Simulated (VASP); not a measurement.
Input of a VASP 6.6.1 run:

The input INCAR:

```
ALGO = Normal ; EDIFF = 1E-6
ENCUT = 500 ; GGA = PE
GGA_COMPAT = F ; ISIF = 2
ISMEAR = 0 ; LASPH = T
LCHARG = F ; LREAL = F
LWAVE = F ; NBANDS = 26
NELM = 120 ; PREC = Accurate
SIGMA = 0.02
```

Contents of KPOINTS:

```
k-points
0
Gamma
  12 12 2
```

POSCAR

```
NaH
1.0
    3.3426356247      0.0000000000      0.0000000000
   -1.6713178123      2.8948073666      0.0000000000
    0.0000000000      0.0000000000     11.3734799688
Na H
4 4
Direct
    0.6666666667      0.3333333333      0.8780795698
    0.3333333333      0.6666666667      0.1219204302
    0.3333333333      0.6666666667      0.3780795698
    0.6666666667      0.3333333333      0.6219204302
    0.0000000000      0.0000000000      0.0000000000
    0.0000000000      0.0000000000      0.5000000000
    0.6666666667      0.3333333333      0.2500000000
    0.3333333333      0.6666666667      0.7500000000
```

Potentials or basis: VASP PAW PBE potentials, release 64 (Na_pv, H).

Run with:

```console
$ cat potpaw_PBE.64/Na_pv/POTCAR potpaw_PBE.64/H/POTCAR > POTCAR
$ mpirun -np 1 vasp_std > vasp.out
```

Task: What does it give for the pressure?

Result: 0.7 GPa.

Task: Predict the band gap on the k mesh.

Result: 3.58 eV, indirect (least direct gap 4.23 eV).

Forces in eV/Å, atoms in the order of the input:
```
Na   0.000  0.000 -0.004
Na   0.000  0.000  0.004
Na   0.000  0.000 -0.004
Na   0.000  0.000  0.004
H    0.000  0.000  0.000
H    0.000  0.000  0.000
H    0.000  0.000  0.000
H    0.000  0.000  0.000
```

 A k mesh can miss the band edges.
